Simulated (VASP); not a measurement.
A run of VASP 6.6.1 is set up as follows.

Contents of INCAR:

```
SYSTEM = Pt
ALGO     = Normal         ! electronic algorithm
EDIFF    = 1E-6           ! SCF threshold, eV
EDIFFG   = -0.005         ! ionic threshold
ENCUT    = 600            ! plane-wave cutoff, eV
GGA      = CA             ! functional
IBRION   = 2              ! ionic algorithm
ISIF     = 3              ! what is computed and relaxed
ISMEAR   = -1             ! smearing method
LASPH    = .TRUE.         ! aspherical terms in the spheres
LCHARG   = .FALSE.        ! write CHGCAR
LREAL    = .FALSE.        ! projectors in reciprocal space
LWAVE    = .FALSE.        ! write WAVECAR
NELM     = 60             ! most SCF steps
NSW      = 60             ! ionic steps
PREC     = Accurate       ! precision mode
SIGMA    = 0.05           ! smearing width, eV
```

File KPOINTS:

```
k-points
0
G
  19 19 19
  0 0 0
```

File POSCAR:

```
Pt
1.0
   -1.5456694941      1.5456694941      1.5456694941
    1.5456694941     -1.5456694941      1.5456694941
    1.5456694941      1.5456694941     -1.5456694941
Pt
1
Direct
    0.0000000000      0.0000000000      0.0000000000
```

Potentials or basis: VASP PAW LDA potentials, release 64 (Pt).

Launch:

```bash
$ cat potpaw_LDA.64/Pt/POTCAR > POTCAR
$ mpirun -np 1 vasp_std > vasp.out
```

Question: What does it give for the band gap on the k mesh?

Answer: Zero (band 5 reaches 12.11 eV, above the bottom of band 6 at 9.86 eV).

Question: Estimate the space group after relaxing (to 0.05 Å).

Answer: Im-3m (No. 229).

Question: What does it give for the relaxed volume?

Answer: 14.97 Å³/atom.

Final structure:
```yaml
crystal:
  lattice:
    - [-1.55256, 1.55256, 1.55256]
    - [1.55256, -1.55256, 1.55256]
    - [1.55256, 1.55256, -1.55256]
  atoms:
    - { symbol: Pt, position: [0.00000, 0.00000, 0.00000] }
```

Caveat: spin-orbit coupling is left out, which moves the levels of the heavy elements.
